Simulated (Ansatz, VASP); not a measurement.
**SnTe2 in VASP and in Ansatz**

The input INCAR:

```
SYSTEM = SnTe2
ALGO     = Normal         ! electronic algorithm
EDIFF    = 1E-6           ! SCF threshold, eV
EDIFFG   = -0.01          ! ionic threshold
ENCUT    = 600            ! plane-wave cutoff, eV
GGA      = PE             ! functional
IBRION   = 2              ! ionic algorithm
ISIF     = 3              ! what is computed and relaxed
ISMEAR   = 0              ! smearing method
LASPH    = .True.         ! aspherical terms in the spheres
LCHARG   = .False.        ! write CHGCAR
LREAL    = .False.        ! projectors in reciprocal space
LWAVE    = .False.        ! write WAVECAR
NELM     = 80             ! most SCF steps
NSW      = 100            ! ionic steps
PREC     = Accurate       ! precision mode
SIGMA    = 0.1            ! smearing width, eV
```

KPOINTS

```
k-points
0
Gamma
  12 12 12
  0 0 0
```

The input POSCAR:

```
SnTe2
1.0
    0.0000000000      3.7245064107      3.7245064107
    3.7245064107      0.0000000000      3.7245064107
    3.7245064107      3.7245064107      0.0000000000
Sn Te
1 2
Direct
    0.0000000000      0.0000000000      0.0000000000
    0.2500000000      0.2500000000      0.2500000000
    0.7500000000      0.7500000000      0.7500000000
```

Input for Ansatz:

```yaml
crystal:
  lattice:
    - [0.0, 3.7245064107, 3.7245064107]
    - [3.7245064107, 0.0, 3.7245064107]
    - [3.7245064107, 3.7245064107, 0.0]
  atoms:
    - { symbol: Sn, position: [0.0, 0.0, 0.0] }
    - { symbol: Te, position: [0.25, 0.25, 0.25] }
    - { symbol: Te, position: [0.75, 0.75, 0.75] }
basis:
  ecutwfc: 420
kpoints:
  mp_grid: { grid: [12, 12, 12] }
hamiltonian:
  xc: pbe
scf:
  occupations: { method: gaussian, width: 0.1 }
output:
  forces: true
  stress: true
  eigenvalues: true
relax:
  adjacent_minimum: "off"
  f_tol: 0.01
  max_steps: 80
  cell: { stress_tol: 0.05 }
```

Alike in both runs: task relaxation of cell and atoms; functional PBE; k mesh 12 × 12 × 12; occupations gaussian, width 0.1 eV; no spin polarisation.

```csv
,VASP,Ansatz
version,VASP 6.6.1,Ansatz 0.2.0
potentials or method,"VASP PAW PBE potentials, release 64 (Sn_d, Te), cutoff 600 eV","scalar-relativistic, plane waves, PAW"
valence electrons in the cell,26,46
```

VASP gave:

```
gap on the k mesh at the Fermi level, each at its own relaxed structure (eV) : none
relaxed volume (Å³/atom)                                                     : 34.38
relaxed cell length with the largest relative difference (Å)                 : 5.264
```

Q: What did Ansatz give for the same quantities?

A: gap on the k mesh at the Fermi level, each at its own relaxed structure (eV): none; relaxed volume (Å³/atom): 34.44; relaxed cell length with the largest relative difference (Å): 5.267.

A gap of «none» marks a metal or a gap that the smearing closes. VASP's potentials hold 26 valence electrons a cell and Ansatz's 46, so a difference there can come from the potentials and not from the codes.

Spin-orbit coupling is off throughout.
